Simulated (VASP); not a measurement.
# GaN (F-43m) in VASP: further runs

Aim: see how the results for GaN move with the level of theory and the settings. Levels: LDA, PBEsol, r2SCAN. Tasks: dielectric tensor, elastic constants.

All numbers are computed with VASP 6.6.1; they aren't measurements. Logs are shortened: lines on timing, memory, paths and dates and some standing lists are left out, and cuts for length are marked.

## Step 1: The cell of the first run

Symmetry: F-43m, No. 216, cubic system. The conventional cell has a = 4.507 Å, b = 4.507 Å, c = 4.507 Å, α = 90.00°, β = 90.00°, γ = 90.00°. Within 2.6 Å of Ga (site symmetry -43m) lie 4 N at 1.95 Å. Within 2.6 Å of N (site symmetry -43m) lie 4 Ga at 1.95 Å.

## Step 2: Dielectric tensor, LDA

The input, INCAR:

```
SYSTEM = GaN
PREC = Accurate ; ENCUT = 520
EDIFF = 1E-8 ; ISMEAR = 0
SIGMA = 0.01 ; LREAL = .FALSE.
LASPH = .TRUE. ; NELM = 80
ALGO = Normal ; ISIF = 2
LWAVE = .FALSE. ; LCHARG = .FALSE.
LEPSILON = .TRUE.
```

The input, KPOINTS:

```
regular mesh
0
G
  10 10 10
  0 0 0
```

The input, POSCAR:

```
GaN
1.0
    0.0000000000      2.2535006075      2.2535006075
    2.2535006075      0.0000000000      2.2535006075
    2.2535006075      2.2535006075      0.0000000000
Ga N
1 1
Direct
    0.0000000000      0.0000000000      0.0000000000
    0.2500000000      0.2500000000      0.2500000000
```

Potentials or basis: VASP PAW LDA potentials, release 64 (Ga_d, N).

On the command line:

```
$ cat potpaw_LDA.64/Ga_d/POTCAR potpaw_LDA.64/N/POTCAR > POTCAR
$ mpirun -np 1 vasp_std > vasp.out
```

OUTCAR:

```text
SYSTEM = GaN
   PREC = Accurate
   ENCUT = 520
   EDIFF = 1E-8
   ISMEAR = 0
   LREAL = .FALSE.
   LASPH = .TRUE.
   NELM = 80
   ISIF = 2
   LEPSILON = .TRUE.

 ion  position               nearest neighbor table
   1  0.000  0.000  0.000-   2 1.95   2 1.95   2 1.95   2 1.95
   2  0.250  0.250  0.250-   1 1.95   1 1.95   1 1.95   1 1.95

  LATTYP: Found a face centered cubic cell.
 ALAT       =     4.5070012150

  Lattice vectors:

 A1 = (   0.0000000000,   2.2535006075,   2.2535006075)
 A2 = (   2.2535006075,   0.0000000000,   2.2535006075)
 A3 = (   2.2535006075,   2.2535006075,   0.0000000000)

Analysis of symmetry for initial positions (statically):
=====================================================================
 Subroutine PRICEL returns:
 Original cell was already a primitive cell.

 Routine SETGRP: Setting up the symmetry group for a
 face centered cubic supercell.

 Subroutine GETGRP returns: Found 24 space group operations
 (whereof 24 operations were pure point group operations)
 out of a pool of 48 trial point group operations.

The static configuration has the point symmetry T_d .

Analysis of symmetry for dynamics (positions and initial velocities):
=====================================================================
 Subroutine PRICEL returns:
 Original cell was already a primitive cell.

 Routine SETGRP: Setting up the symmetry group for a
 face centered cubic supercell.

 Subroutine GETGRP returns: Found 24 space group operations
 (whereof 24 operations were pure point group operations)
 out of a pool of 48 trial point group operations.

The dynamic configuration has the point symmetry T_d .

 Subroutine INISYM returns: Found 24 space group operations
 (whereof 24 operations are pure point group operations),
 and found     1 'primitive' translations

----------------------------------------------------------------------------------------

                                     Primitive cell

  volume of cell :      22.8877

  direct lattice vectors                    reciprocal lattice vectors
     0.000000000  2.253500607  2.253500607    -0.221877020  0.221877020  0.221877020
     2.253500607  0.000000000  2.253500607     0.221877020 -0.221877020  0.221877020
     2.253500607  2.253500607  0.000000000     0.221877020  0.221877020 -0.221877020

  length of vectors
     3.186931122  3.186931122  3.186931122     0.384302272  0.384302272  0.384302272

  position of ions in fractional coordinates (direct lattice)
     0.000000000  0.000000000  0.000000000
     0.250000000  0.250000000  0.250000000

  ion indices of the primitive-cell ions
   primitive index   ion index
                 1           1
                 2           2

----------------------------------------------------------------------------------------

 KPOINTS: regular mesh

Automatic generation of k-mesh.
 Grid dimensions read from file:
 generate k-points for:   10   10   10

 Generating k-lattice:

  Cartesian coordinates                     Fractional coordinates (reciprocal lattice)
    -0.022187702  0.022187702  0.022187702     0.100000000  0.000000000  0.000000000
     0.022187702 -0.022187702  0.022187702     0.000000000  0.100000000  0.000000000
     0.022187702  0.022187702 -0.022187702     0.000000000  0.000000000  0.100000000

  Length of vectors
     0.038430227  0.038430227  0.038430227

  Shift w.r.t. Gamma in fractional coordinates (k-lattice)
     0.000000000  0.000000000  0.000000000

 Subroutine IBZKPT returns following result:
 ===========================================

 Found     47 irreducible k-points:

 Following reciprocal coordinates:
            Coordinates               Weight
  0.000000  0.000000  0.000000      1.000000
  0.100000  0.000000  0.000000      8.000000
  0.200000  0.000000  0.000000      8.000000
  0.300000  0.000000  0.000000      8.000000
  0.400000  0.000000  0.000000      8.000000
  0.500000  0.000000  0.000000      4.000000
[... 16 lines left out ...]
  0.300000  0.300000  0.000000      6.000000
  0.400000  0.300000  0.000000     24.000000
 [... further k-points ...]
   k-points           NKPTS =     47   k-points in BZ     NKDIM =     47   number of bands    NBANDS=     13
   number of dos      NEDOS =    301   number of ions     NIONS =      2
   total plane-waves  NPLWV =  13824
   dimension x,y,z NGX =    24 NGY =   24 NGZ =   24
   dimension x,y,z NGXF=    48 NGYF=   48 NGZF=   48
   ions per type =               1   1
   NGX,Y,Z   is equivalent  to a cutoff of  12.52, 12.52, 12.52 a.u.
   NGXF,Y,Z  is equivalent  to a cutoff of  25.04, 25.04, 25.04 a.u.
 SYSTEM =  GaN
   PREC   = accura    normal or accurate (medium, high low for compatibility)
   ISTART =      0    job   : 0-new  1-cont  2-samecut
   ICHARG =      2    charge: 1-file 2-atom 10-const
   ISPIN  =      1    spin polarized calculation?
   LNONCOLLINEAR =      F non collinear calculations
   LSORBIT =      F    spin-orbit coupling
   LASPH  =      T    aspherical Exc in radial PAW
   ENCUT  =  520.0 eV  38.22 Ry    6.18 a.u.   5.93  5.93  5.93*2*pi/ulx,y,z
   NELM   =     80;   NELMIN=  2; NELMDL= -5     # of ELM steps
   EDIFF  = 0.1E-07   stopping-criterion for ELM
   LREAL  =      F    real-space projection
   EDIFFG = 0.1E-06   stopping-criterion for IOM
   NSW    =      0    number of steps for IOM
   IBRION =     -1    ionic relax: 0-MD 1-quasi-New 2-CG
   NFREE  =      0    steps in history (QN), initial steepest desc. (CG)
   ISIF   =      2    stress and relaxation
   ISYM   =      2    0-nonsym 1-usesym 2-fastsym
   POTIM  = 0.5000    time-step for ionic-motion
   TEBEG  =    0.0;   TEEND  =   0.0 temperature during run
   PSTRESS=    0.0 pullay stress
   NELECT =      18.0000    total number of electrons
   NUPDOWN=      -1.0000    fix difference up-down
   EMIN   =  10.00;   EMAX   =-10.00  energy-range for DOS
   EFERMI =   0.00;   METHOD = LEGACY
   ISMEAR =     0;   SIGMA  =   0.01  broadening in eV -4-tet -1-fermi 0-gaus
   EFERMI_NEDOS =   21; number of points for ismear=-14 and -15
   IALGO  =     38    algorithm
   IMIX   =      4    mixing-type and parameters
     AMIX     =   0.40;   BMIX     =  1.00
     AMIX_MAG =   1.60;   BMIX_MAG =  1.00
  volume/ion in A,a.u.               =      11.44        77.23
  Fermi-wavevector in a.u.,A,eV,Ry     =   1.511117  2.855596 31.068543  2.283473
  Thomas-Fermi vector in A             =   2.621216
   LORBIT       =      0    0 simple, 1 ext, 2 COOP (PROOUT), +10 PAW based schemes
   GGA     = CA    functional components
   LHFCALC =     F    Hartree Fock is set to
   AEXX    =    0.0000 exact exchange contribution
   IVDW    =     0    specifies the selected vdW correction
   LEPSILON=     T    determine dielectric tensor
   LRPA    =     F    only Hartree local field effects (RPA)
 non-spin polarized calculation
 Gauss-broadening in eV      SIGMA  =   0.01
  energy-cutoff  :      520.00
  volume of cell :       22.89
 maximum number of plane-waves:       636
   NGX = 11   NGY = 11   NGZ = 11

--------------------------------------- Ionic step        1  -------------------------------------------

 number of electron      18.0000002 magnetization

 E-fermi :   5.1045     XC(G=0): -12.1183

 val. band max:        5.0306957667   @ k =   0.0000   0.0000   0.0000
 cond. band min:       6.7784687598   @ k =   0.0000   0.0000   0.0000
 fundamental gap:      1.7477729931
 Fermi energy:         5.1045189421

 k-point     1 :       0.0000    0.0000    0.0000
  band No.  band energies     occupation
      1     -10.7721      2.00000
      2      -8.5222      2.00000
      3      -8.5222      2.00000
      4      -8.5222      2.00000
      5      -8.2042      2.00000
      6      -8.2042      2.00000
      7       5.0307      2.00000
      8       5.0307      2.00000
      9       5.0307      2.00000
     10       6.7785      0.00000
     11      15.1414      0.00000
     12      15.1414      0.00000
     13      15.1414      0.00000
[... 353 lines left out ...]
 k-point    24 :       0.4000    0.3000    0.0000
  band No.  band energies     occupation
      1      -9.8528      2.00000
      2      -8.3942      2.00000
      3      -8.2988      2.00000
      4      -8.2981      2.00000
      5      -8.1434      2.00000
      6      -7.1613      2.00000
      7      -0.0189      2.00000
      8       2.5255      2.00000
      9       2.8554      2.00000
     10       9.3917      0.00000
     11      12.0177      0.00000
     12      15.6673      0.00000
     13      17.7006      0.00000

 [... further k-points ...]

  FORCE on cell =-STRESS in cart. coord.  units (eV):
  Direction    XX          YY          ZZ          XY          YZ          ZX
  --------------------------------------------------------------------------------------
  -------------------------------------------------------------------------------------
  Total       -0.7876408     -0.7876408     -0.7876408      0.0000000     -0.0000000      0.0000000
  in kB      -55.1360655    -55.1360655    -55.1360655      0.0000000     -0.0000000      0.0000000
  external PRESSURE =     -55.1360655 kB  Pullay stress =       0.0000000 kB

 VOLUME and BASIS-vectors are now :
 -----------------------------------------------------------------------------
  energy-cutoff  :      520.00
  volume of cell :       22.89
      direct lattice vectors                 reciprocal lattice vectors
     0.000000000  2.253500607  2.253500607    -0.221877020  0.221877020  0.221877020
     2.253500607  0.000000000  2.253500607     0.221877020 -0.221877020  0.221877020
     2.253500607  2.253500607  0.000000000     0.221877020  0.221877020 -0.221877020

 POSITION                                       TOTAL-FORCE (eV/Angst)
 -----------------------------------------------------------------------------------
      0.00000      0.00000      0.00000         0.000000      0.000000      0.000000
      1.12675      1.12675      1.12675        -0.000000     -0.000000     -0.000000
 -----------------------------------------------------------------------------------
    total drift:                                0.000002      0.000002      0.000002

  FREE ENERGIE OF THE ION-ELECTRON SYSTEM (eV)
  ---------------------------------------------------
  free  energy   TOTEN  =       -13.9330713664 eV

  energy  without entropy=      -13.9330713664  energy(sigma->0) =      -13.93307137

 HEAD OF MICROSCOPIC STATIC DIELECTRIC TENSOR (INDEPENDENT PARTICLE, excluding Hartree and local field effects)
 ------------------------------------------------------
           6.221171     0.000000    -0.000000
           0.000000     6.221171     0.000000
           0.000000     0.000000     6.221171
 ------------------------------------------------------

 Free energy of the ion-electron system (eV)
  ---------------------------------------------------
  ---------------------------------------------------
  free energy    TOTEN  =        -0.33243830 eV

  energy without entropy =       -0.33243830

------------------------ aborting loop because EDIFF is reached ----------------------------------------

--------------------------------------- Ionic step        2  -------------------------------------------

------------------------ aborting loop because EDIFF is reached ----------------------------------------

--------------------------------------- Ionic step        3  -------------------------------------------

 Free energy of the ion-electron system (eV)
  ---------------------------------------------------
  ---------------------------------------------------
  free energy    TOTEN  =        -0.33243826 eV

  energy without entropy =       -0.33243826

------------------------ aborting loop because EDIFF is reached ----------------------------------------

 PIEZOELECTRIC TENSOR FIELD DIRECTION 3  (e Angst)
 -----------------------------------------------------------------------------
    -0.00118 -1.45556  0.00000           ( -0.00001 -0.10924  0.00000)
    -1.45556 -0.00118  0.00000           ( -0.10924 -0.00001  0.00000)
     0.00000  0.00000  0.00124           (  0.00000  0.00000 -0.00000)

 PIEZOELECTRIC TENSOR FIELD DIRECTION 3  (C/m^2)
 -----------------------------------------------------------------------------
    -0.00083 -1.01892  0.00000
    -1.01892 -0.00083  0.00000
     0.00000  0.00000  0.00087

 MACROSCOPIC STATIC DIELECTRIC TENSOR (including local field effects in DFT)
 ------------------------------------------------------
           5.989164    -0.000000     0.000000
          -0.000000     5.989164     0.000000
          -0.000000     0.000000     5.989164
 ------------------------------------------------------

 PIEZOELECTRIC TENSOR (including local field effects)  for field in x, y, z        (e  Angst)
          XX          YY          ZZ          XY          YZ          ZX
  --------------------------------------------------------------------------------
  x    -0.00000     0.00000     0.00000     0.00000    -1.45669     0.00000
  y     0.00000    -0.00000     0.00000     0.00000     0.00000    -1.45669
  z     0.00000     0.00000    -0.00000    -1.45669     0.00000     0.00000

 PIEZOELECTRIC TENSOR (including local field effects)  for field in x, y, z        (C/m^2)
          XX          YY          ZZ          XY          YZ          ZX
  --------------------------------------------------------------------------------
  x    -0.00000     0.00000     0.00000     0.00000    -1.01970     0.00000
  y     0.00000    -0.00000     0.00000     0.00000     0.00000    -1.01970
  z     0.00000     0.00000    -0.00000    -1.01970     0.00000     0.00000

 BORN EFFECTIVE CHARGES (including local field effects) (in |e|, cummulative output)
 ---------------------------------------------------------------------------------
 ion    1
    1     2.64331    -0.00000    -0.00000
    2    -0.00000     2.64331    -0.00000
    3    -0.00000    -0.00000     2.64331
 ion    2
    1    -2.64331     0.00000     0.00000
    2     0.00000    -2.64331     0.00000
    3     0.00000     0.00000    -2.64331
```

Run time: 4.2 min. Hardware: 1 thread of Intel Xeon 8259CL, shared host; peak memory 0.26 GiB.

What came out:

- Band gap on the k mesh: 1.75 eV
- Electronic dielectric tensor (diagonal): 5.99
- Born charges (mean of the diagonal): Ga +2.64; N -2.64 e

Levels at points of the mesh, in eV from the valence-band top:
```tsv
k point	band 6	band 7	band 8	band 9	band 10	band 11	band 12	band 13
(0.00, 0.00, 0.00)	-13.23	0.00	0.00	0.00	1.75	10.11	10.11	10.11
(0.50, 0.00, 0.00)	-11.85	-7.12	-0.98	-0.98	4.54	8.60	10.20	10.20
(0.50, 0.50, 0.00)	-11.37	-6.20	-2.73	-2.73	3.25	6.48	11.50	13.76
```

Electronic dielectric tensor:
```
5.99 0.00 0.00
0.00 5.99 0.00
0.00 0.00 5.99
```

Born effective charge tensors (e):
atom 1, Ga
```
2.64 0.00 0.00
0.00 2.64 0.00
0.00 0.00 2.64
```
atom 2, N
```
-2.64  0.00  0.00
 0.00 -2.64  0.00
 0.00  0.00 -2.64
```

## Step 3: Elastic constants, PBEsol

The input, INCAR:

```
PREC = Accurate
ENCUT = 600
EDIFF = 1E-8
ISMEAR = 0
SIGMA = 0.01
LREAL = F
LASPH = T
NELM = 80
ALGO = Normal
ISIF = 3
LWAVE = F
LCHARG = T
GGA = PS
IBRION = 6
NFREE = 2
POTIM = 0.015
NSW = 1
```

The input, KPOINTS:

```
regular mesh
0
Gamma
  9 9 9
```

POSCAR is that of step 2.

Potentials or basis: VASP PAW PBE potentials, release 64 (Ga_d, N).

On the command line:

```
$ cat potpaw_PBE.64/Ga_d/POTCAR potpaw_PBE.64/N/POTCAR > POTCAR
$ mpirun -np 1 vasp_std > vasp.out
```

It took 14 min on 1 thread of Intel Xeon 8259CL, shared host; peak memory 0.29 GiB.

The run converged. Its results:

```yaml
Elastic_constants_C11_C12_C44: 265, 141, 152 GPa
Voigt_bulk_modulus: 183 GPa
Highest_phonon_frequency_at_Γ_LO-TO_splitting_left_out: 528 cm⁻¹
```

Phonon frequencies in cm⁻¹ (negative: imaginary):
```csv
q point,frequencies
"(0.000, 0.000, 0.000)",0 0 0 528 528 528
```

Elastic tensor in Voigt notation (GPa, in the Cartesian axes of the cell as first typed):
```
265 141 141   0   0   0
141 265 141   0   0   0
141 141 265   0   0   0
  0   0   0 152   0   0
  0   0   0   0 152   0
  0   0   0   0   0 152
```

Clamped-ion elastic tensor (GPa):
```
265 141 141   0   0   0
141 265 141   0   0   0
141 141 265   0   0   0
  0   0   0 188   0   0
  0   0   0   0 188   0
  0   0   0   0   0 188
```

Caveat: the cell is under stress, which shifts elastic constants; the PAW data sets were made with another functional, which shifts forces and pressure a little.

[end of part 1 of 2]
